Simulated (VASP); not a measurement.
# HfC (P-6m2) in VASP: further runs

Runs on HfC. Level: PBE. Tasks: single point, relaxation of cell and atoms.

Everything below comes from runs of VASP 6.6.1. Logs are shortened: lines on timing, memory, paths and dates and some standing lists are left out, and cuts for length are marked.

## (1) The cell of the first run

The structure is hexagonal, space group P-6m2 (No. 187). Conventional cell: a = 3.235 Å, b = 3.235 Å, c = 2.914 Å, α = 90.00°, β = 90.00°, γ = 120.00°. Hf (site symmetry -6m2) has 6 C at 2.37 Å and 2 Hf at 2.91 Å within 3.1 Å. C (site symmetry -6m2) has 6 Hf at 2.37 Å and 2 C at 2.91 Å within 3.1 Å.

## (2) Single point, PBE

INCAR reads:

```
PREC     = Accurate       # precision mode
ENCUT    = 520            # plane-wave cutoff, eV
EDIFF    = 1E-6           # SCF threshold, eV
ISMEAR   = 0              # smearing method
SIGMA    = 0.1            # smearing width, eV
LREAL    = False          # projectors in reciprocal space
LASPH    = True           # aspherical terms in the spheres
NELM     = 60             # most SCF steps
ALGO     = Normal         # electronic algorithm
ISIF     = 2              # what is computed and relaxed
LWAVE    = False          # write WAVECAR
LCHARG   = False          # write CHGCAR
GGA      = PE             # functional
NBANDS   = 14             # bands
```

KPOINTS reads:

```
regular mesh
0
Gamma
  18 18 18
```

POSCAR reads:

```
HfC
1.0
    3.2354393201      0.0000000000      0.0000000000
   -1.6177196600      2.8019726436      0.0000000000
    0.0000000000      0.0000000000      2.9144587182
Hf C
1 1
Direct
    0.6666666667      0.3333333333      0.0000000000
    0.3333333333      0.6666666667      0.5000000000
```

Potentials or basis: VASP PAW PBE potentials, release 64 (Hf_pv, C).

Command:

```bash
cat potpaw_PBE.64/Hf_pv/POTCAR potpaw_PBE.64/C/POTCAR > POTCAR
mpirun -np 1 vasp_std > vasp.out
```

OUTCAR:

```text
PREC = Accurate
   ENCUT = 520
   EDIFF = 1E-6
   ISMEAR = 0
   LREAL = False
   LASPH = True
   NELM = 60
   ISIF = 2
   GGA = PE

 ion  position               nearest neighbor table
   1  0.667  0.333  0.000-   2 2.37   2 2.37   2 2.37   2 2.37   2 2.37   2 2.37
   2  0.333  0.667  0.500-   1 2.37   1 2.37   1 2.37   1 2.37   1 2.37   1 2.37

  LATTYP: Found a hexagonal cell.
 ALAT       =     3.2354393201
 C/A-ratio  =     0.9007922665

  Lattice vectors:

 A1 = (   3.2354393201,   0.0000000000,   0.0000000000)
 A2 = (  -1.6177196600,   2.8019726436,   0.0000000000)
 A3 = (   0.0000000000,   0.0000000000,   2.9144587182)

Analysis of symmetry for initial positions (statically):
=====================================================================
 Subroutine PRICEL returns:
 Original cell was already a primitive cell.

 Routine SETGRP: Setting up the symmetry group for a
 hexagonal supercell.

 Subroutine GETGRP returns: Found 12 space group operations
 (whereof 12 operations were pure point group operations)
 out of a pool of 24 trial point group operations.

The static configuration has the point symmetry D_3h.

Analysis of symmetry for dynamics (positions and initial velocities):
=====================================================================
 Subroutine PRICEL returns:
 Original cell was already a primitive cell.

 Routine SETGRP: Setting up the symmetry group for a
 hexagonal supercell.

 Subroutine GETGRP returns: Found 12 space group operations
 (whereof 12 operations were pure point group operations)
 out of a pool of 24 trial point group operations.

The dynamic configuration has the point symmetry D_3h.

 Subroutine INISYM returns: Found 12 space group operations
 (whereof 12 operations are pure point group operations),
 and found     1 'primitive' translations

----------------------------------------------------------------------------------------

                                     Primitive cell

  volume of cell :      26.4214

  direct lattice vectors                    reciprocal lattice vectors
     3.235439320  0.000000000  0.000000000     0.309077037  0.178445711  0.000000000
    -1.617719660  2.801972644  0.000000000     0.000000000  0.356891422  0.000000000
     0.000000000  0.000000000  2.914458718     0.000000000  0.000000000  0.343116886

  length of vectors
     3.235439320  3.235439320  2.914458718     0.356891422  0.356891422  0.343116886

  position of ions in fractional coordinates (direct lattice)
     0.666666667  0.333333333  0.000000000
     0.333333333  0.666666667  0.500000000

  ion indices of the primitive-cell ions
   primitive index   ion index
                 1           1
                 2           2

----------------------------------------------------------------------------------------

 KPOINTS: regular mesh

Automatic generation of k-mesh.
 Grid dimensions read from file:
 generate k-points for:   18   18   18

 Generating k-lattice:

  Cartesian coordinates                     Fractional coordinates (reciprocal lattice)
     0.017170947  0.009913651  0.000000000     0.055555556  0.000000000  0.000000000
     0.000000000  0.019827301  0.000000000     0.000000000  0.055555556  0.000000000
     0.000000000  0.000000000  0.019062049     0.000000000  0.000000000  0.055555556

  Length of vectors
     0.019827301  0.019827301  0.019062049

  Shift w.r.t. Gamma in fractional coordinates (k-lattice)
     0.000000000  0.000000000  0.000000000

 Subroutine IBZKPT returns following result:
 ===========================================

 Found    370 irreducible k-points:

 Following reciprocal coordinates:
            Coordinates               Weight
  0.000000  0.000000  0.000000      1.000000
  0.055556 -0.000000  0.000000      6.000000
  0.111111 -0.000000  0.000000      6.000000
  0.166667 -0.000000  0.000000      6.000000
  0.222222 -0.000000  0.000000      6.000000
  0.277778 -0.000000  0.000000      6.000000
[... 16 lines left out ...]
  0.333333  0.111111  0.000000     12.000000
  0.388889  0.111111  0.000000     12.000000
 [... further k-points ...]
   k-points           NKPTS =    370   k-points in BZ     NKDIM =    370   number of bands    NBANDS=     14
   number of dos      NEDOS =    301   number of ions     NIONS =      2
   total plane-waves  NPLWV =  13824
   dimension x,y,z NGX =    24 NGY =   24 NGZ =   24
   dimension x,y,z NGXF=    48 NGYF=   48 NGZF=   48
   ions per type =               1   1
   NGX,Y,Z   is equivalent  to a cutoff of  12.33, 12.33, 13.69 a.u.
   NGXF,Y,Z  is equivalent  to a cutoff of  24.66, 24.66, 27.38 a.u.
 SYSTEM =  unknown system
   PREC   = accura    normal or accurate (medium, high low for compatibility)
   ISTART =      0    job   : 0-new  1-cont  2-samecut
   ICHARG =      2    charge: 1-file 2-atom 10-const
   ISPIN  =      1    spin polarized calculation?
   LNONCOLLINEAR =      F non collinear calculations
   LSORBIT =      F    spin-orbit coupling
   LASPH  =      T    aspherical Exc in radial PAW
   ENCUT  =  520.0 eV  38.22 Ry    6.18 a.u.   6.02  6.02  5.42*2*pi/ulx,y,z
   NELM   =     60;   NELMIN=  2; NELMDL= -5     # of ELM steps
   EDIFF  = 0.1E-05   stopping-criterion for ELM
   LREAL  =      F    real-space projection
   EDIFFG = 0.1E-04   stopping-criterion for IOM
   NSW    =      0    number of steps for IOM
   IBRION =     -1    ionic relax: 0-MD 1-quasi-New 2-CG
   NFREE  =      0    steps in history (QN), initial steepest desc. (CG)
   ISIF   =      2    stress and relaxation
   ISYM   =      2    0-nonsym 1-usesym 2-fastsym
   POTIM  = 0.5000    time-step for ionic-motion
   TEBEG  =    0.0;   TEEND  =   0.0 temperature during run
   PSTRESS=    0.0 pullay stress
   NELECT =      14.0000    total number of electrons
   NUPDOWN=      -1.0000    fix difference up-down
   EMIN   =  10.00;   EMAX   =-10.00  energy-range for DOS
   EFERMI =   0.00;   METHOD = LEGACY
   ISMEAR =     0;   SIGMA  =   0.10  broadening in eV -4-tet -1-fermi 0-gaus
   EFERMI_NEDOS =   21; number of points for ismear=-14 and -15
   IALGO  =     38    algorithm
   IMIX   =      4    mixing-type and parameters
     AMIX     =   0.40;   BMIX     =  1.00
     AMIX_MAG =   1.60;   BMIX_MAG =  1.00
  volume/ion in A,a.u.               =      13.21        89.15
  Fermi-wavevector in a.u.,A,eV,Ry     =   1.324746  2.503406 23.877557  1.754951
  Thomas-Fermi vector in A             =   2.454258
   LORBIT       =      0    0 simple, 1 ext, 2 COOP (PROOUT), +10 PAW based schemes
   GGA     = PE    functional components
   LHFCALC =     F    Hartree Fock is set to
   AEXX    =    0.0000 exact exchange contribution
   IVDW    =     0    specifies the selected vdW correction
   LEPSILON=     F    determine dielectric tensor
   LRPA    =     F    only Hartree local field effects (RPA)
 non-spin polarized calculation
 Gauss-broadening in eV      SIGMA  =   0.10
  energy-cutoff  :      520.00
  volume of cell :       26.42
 maximum number of plane-waves:       729
   NGX = 13   NGY = 13   NGZ = 11

 number of electron      14.0000000 magnetization

 Free energy of the ion-electron system (eV)
  ---------------------------------------------------
  ext. energy  EPLUGINS =         0.00000000
  ---------------------------------------------------
  free energy    TOTEN  =       -19.51756979 eV

  energy without entropy =      -19.51662810  energy(sigma->0) =      -19.51709894

 E-fermi :   5.4329     XC(G=0): -11.9794

 val. band max:        5.4144085086   @ k =   0.2222   0.1667   0.0000
 cond. band min:       5.4490987333   @ k =   0.3333  -0.0000   0.0556
 fundamental gap:      0.0346902247
 Fermi energy:         5.4329067528

 k-point     1 :       0.0000    0.0000    0.0000
  band No.  band energies     occupation
      1     -24.3156      2.00000
      2     -24.3156      2.00000
      3     -23.9060      2.00000
      4      -6.4076      2.00000
      5       3.9232      2.00000
      6       3.9232      2.00000
      7       4.3456      2.00000
      8       7.1294      0.00000
      9      10.3541      0.00000
     10      11.7059      0.00000
     11      11.7059      0.00000
     12      12.2067      0.00000
     13      12.2067      0.00000
     14      19.0664      0.00000

 k-point     2 :       0.0556   -0.0000    0.0000
  band No.  band energies     occupation
      1     -24.3344      2.00000
      2     -24.3197      2.00000
      3     -23.9038      2.00000
      4      -6.3441      2.00000
      5       3.7454      2.00000
      6       3.9747      2.00000
      7       4.4089      2.00000
      8       7.0271      0.00000
      9      10.5856      0.00000
     10      11.6816      0.00000
     11      11.8228      0.00000
     12      12.0611      0.00000
     13      12.1727      0.00000
     14      19.0374      0.00000

 k-point     3 :       0.1111   -0.0000    0.0000
  band No.  band energies     occupation
      1     -24.3881      2.00000
      2     -24.3317      2.00000
      3     -23.8976      2.00000
      4      -6.1586      2.00000
      5       3.3204      2.00000
      6       4.1245      2.00000
      7       4.5479      2.00000
      8       6.7591      0.00000
      9      11.1943      0.00000
     10      11.6124      0.00000
     11      11.6887      0.00000
     12      12.0816      0.00000
     13      12.1268      0.00000
     14      18.9289      0.00000

 k-point     4 :       0.1667   -0.0000    0.0000
  band No.  band energies     occupation
      1     -24.4694      2.00000
      2     -24.3499      2.00000
      3     -23.8881      2.00000
      4      -5.8666      2.00000
      5       2.7840      2.00000
      6       4.3584      2.00000
      7       4.7242      2.00000
      8       6.4040      0.00000
      9      11.1685      0.00000
     10      11.5090      0.00000
     11      11.9611      0.00000
     12      12.0724      0.00000
     13      12.5176      0.00000
     14      18.8310      0.00000

 k-point     5 :       0.2222   -0.0000    0.0000
  band No.  band energies     occupation
      1     -24.5672      2.00000
      2     -24.3722      2.00000
      3     -23.8764      2.00000
      4      -5.4928      2.00000
      5       2.2300      2.00000
      6       4.6525      2.00000
      7       4.8916      2.00000
      8       6.0304      0.00000
      9      10.7322      0.00000
     10      11.3862      0.00000
     11      11.8442      0.00000
[... 276 lines left out ...]
 k-point    22 :       0.2778    0.1111    0.0000
  band No.  band energies     occupation
      1     -24.7608      2.00000
      2     -24.4529      2.00000
      3     -23.8491      2.00000
      4      -4.5190      2.00000
      5       1.2806      2.00000
      6       4.5032      2.00000
      7       5.3589      1.70457
      8       5.7067      0.00011
      9      10.1305      0.00000
     10      10.7645      0.00000
     11      11.9157      0.00000
     12      13.8887      0.00000
     13      14.7135      0.00000
     14      19.0697      0.00000

 k-point    23 :       0.3333    0.1111    0.0000
  band No.  band energies     occupation
      1     -24.8259      2.00000
      2     -24.4759      2.00000
      3     -23.8401      2.00000
      4      -4.1553      2.00000
      5       0.9950      2.00000
      6       4.3344      2.00000
      7       5.1683      1.99982
      8       5.9999      0.00000
      9      10.2132      0.00000
     10      10.6118      0.00000
     11      11.8982      0.00000
     12      14.0809      0.00000
     13      15.2448      0.00000
     14      18.8232      0.00000

 k-point    24 :       0.3889    0.1111    0.0000
  band No.  band energies     occupation
      1     -24.8679      2.00000
      2     -24.4909      2.00000
      3     -23.8342      2.00000
      4      -3.9005      2.00000
      5       0.8134      2.00000
      6       4.1822      2.00000
      7       5.0505      2.00000
      8       6.1956      0.00000
      9      10.4191      0.00000
     10      10.5138      0.00000
     11      11.7798      0.00000
     12      14.1859      0.00000
     13      15.7380      0.00000
     14      18.0925      0.00000

 [... further k-points ...]
[... 5 lines left out ...]
  --------------------------------------------------------------------------------------
  -------------------------------------------------------------------------------------
  Total       -0.1111342     -0.1111342     -0.1974447     -0.0000000      0.0000000      0.0000000
  in kB       -6.7391233     -6.7391233    -11.9729472     -0.0000000      0.0000000      0.0000000
  external PRESSURE =      -8.4837313 kB  Pullay stress =       0.0000000 kB

 VOLUME and BASIS-vectors are now :
 -----------------------------------------------------------------------------
  energy-cutoff  :      520.00
  volume of cell :       26.42
      direct lattice vectors                 reciprocal lattice vectors
     3.235439320  0.000000000  0.000000000     0.309077037  0.178445711  0.000000000
    -1.617719660  2.801972644  0.000000000     0.000000000  0.356891422  0.000000000
     0.000000000  0.000000000  2.914458718     0.000000000  0.000000000  0.343116886

 POSITION                                       TOTAL-FORCE (eV/Angst)
 -----------------------------------------------------------------------------------
      1.61772      0.93399      0.00000         0.000000     -0.000000      0.000000
     -0.00000      1.86798      1.45723        -0.000000      0.000000      0.000000
 -----------------------------------------------------------------------------------
    total drift:                                0.000000     -0.000000      0.000000

  FREE ENERGIE OF THE ION-ELECTRON SYSTEM (eV)
  ---------------------------------------------------
  free  energy   TOTEN  =       -19.5175697915 eV

  energy  without entropy=      -19.5166280964  energy(sigma->0) =      -19.51709894
```

It took 36 s on 1 thread of Intel Xeon Platinum 8559C (Emerald Rapids), shared host; peak memory 0.25 GiB.

Results:

| Item | Value |
| --- | --- |
| Free energy | -19.5176 eV |
| Pressure | -0.8 GPa |
| Band gap on the k mesh | zero (band 7 reaches 5.41 eV, above the bottom of band 8 at 5.39 eV) |

Levels at points of the mesh, in eV from the Fermi level:
```csv
k point,band 4,band 5,band 6,band 7,band 8,band 9,band 10,band 11
"(0.00, 0.00, 0.00)",-11.84,-1.51,-1.51,-1.09,1.70,4.92,6.27,6.27
"(0.50, 0.00, 0.00)",-9.34,-4.80,-0.77,-0.44,0.33,5.54,5.83,6.33
"(0.00, 0.00, 0.50)",-8.43,-5.97,-0.37,-0.37,2.17,2.17,5.36,5.36
"(0.50, 0.00, 0.50)",-9.09,-3.87,-2.26,-2.22,1.76,6.50,7.08,7.91
```

Caveat: spin-orbit coupling is left out, which moves the levels of the heavy elements.

[end of part 1 of 2]
